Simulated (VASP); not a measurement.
Input of a VASP 6.6.1 run:

INCAR

```
SYSTEM = BaAg2F6
PREC     = Accurate       ! precision mode
ENCUT    = 600            ! plane-wave cutoff, eV
EDIFF    = 1E-6           ! SCF threshold, eV
ISMEAR   = 0              ! smearing method
SIGMA    = 0.1            ! smearing width, eV
LREAL    = .FALSE.        ! projectors in reciprocal space
LASPH    = .TRUE.         ! aspherical terms in the spheres
NELM     = 120            ! most SCF steps
ALGO     = Normal         ! electronic algorithm
ISIF     = 2              ! what is computed and relaxed
LWAVE    = .FALSE.        ! write WAVECAR
LCHARG   = .FALSE.        ! write CHGCAR
GGA      = PE             ! functional
NBANDS   = 47             ! bands
GGA_COMPAT= .FALSE.
```

The input KPOINTS:

```
regular mesh
0
G
  4 4 4
  0 0 0
```

File POSCAR:

```
BaAg2F6
1.0
    6.0864713000      0.0000000000      0.0000000000
    3.0157749000      5.3454666000      0.0000000000
    3.0373115000      1.6781775000      5.0977786000
Ba Ag F
1 2 6
Direct
    0.4914850000      0.4796360000      0.5202460000
    0.2484690000      0.2513220000      0.2498750000
    0.7522360000      0.7496600000      0.7485620000
    0.5420080000      0.0610680000      0.4290690000
    0.9266330000      0.4637100000      0.1013960000
    0.4694190000      0.5573190000      0.9261100000
    0.4900610000      0.0447050000      0.9516000000
    0.0600720000      0.9164440000      0.5464290000
    0.0196190000      0.4761360000      0.5267120000
```

Potentials or basis: VASP PAW PBE potentials, release 64 (Ba_sv, Ag, F).

Command:

```sh
$ cat potpaw_PBE.64/Ba_sv/POTCAR potpaw_PBE.64/Ag/POTCAR potpaw_PBE.64/F/POTCAR > POTCAR
$ mpirun -np 1 vasp_std > vasp.out
```

Q: Predict the pressure.

A: 0.0 GPa.

Q: Predict the band gap on the k mesh.

A: Zero (bands 37 and 38 overlap by 0.65 eV).

Stress tensor (GPa, compression positive):
```
 0.01 -0.02 -0.02
-0.02  0.02  0.11
-0.02  0.11 -0.06
```

Caveat: spin-orbit coupling is left out, which moves the levels of the heavy elements.
